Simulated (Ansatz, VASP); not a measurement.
## C: VASP beside Ansatz

```
C
1.0
     3.57148    0.00000    0.00000
     0.00000   -3.57148    0.00000
     0.00000    0.00000   -3.57148
C
8
Direct
  0.51293 0.98707 0.98707
  0.00000 0.50000 0.00000
  0.00000 0.00000 0.50000
  0.50000 0.50000 0.50000
  0.75000 0.75000 0.75000
  0.25000 0.25000 0.75000
  0.25000 0.75000 0.25000
  0.75000 0.25000 0.25000
```

Alike in both runs: task single point; functional PBE; k mesh 6 × 6 × 6; occupations gaussian, width 0.05 eV; no spin polarisation.

```csv
,VASP,Ansatz
version,VASP 6.6.1,Ansatz 0.2.0
potentials or method,"VASP PAW PBE potentials, release 64 (C), cutoff 520 eV","scalar-relativistic, plane waves, PAW"
valence electrons in the cell,32,32
```

Ansatz gave:

- gap on the k mesh at the Fermi level (eV): 3.93
- least direct gap on the mesh (eV): 4.27
- pressure (GPa): 0.8
- traceless stress, the component that is largest in VASP (GPa): 0.88
- rms of the force components (eV/Å): 0.903

**Question.** What did VASP give for the same quantities?

**Answer.** gap on the k mesh at the Fermi level (eV): 3.93; least direct gap on the mesh (eV): 4.27; pressure (GPa): 1.4; traceless stress, the component that is largest in VASP (GPa): 0.93; rms of the force components (eV/Å): 0.908.

Atom by atom the forces differ by 0.006 eV/Å (rms over components). With one functional, cell and mesh, what is left measures potentials, basis and numerics.
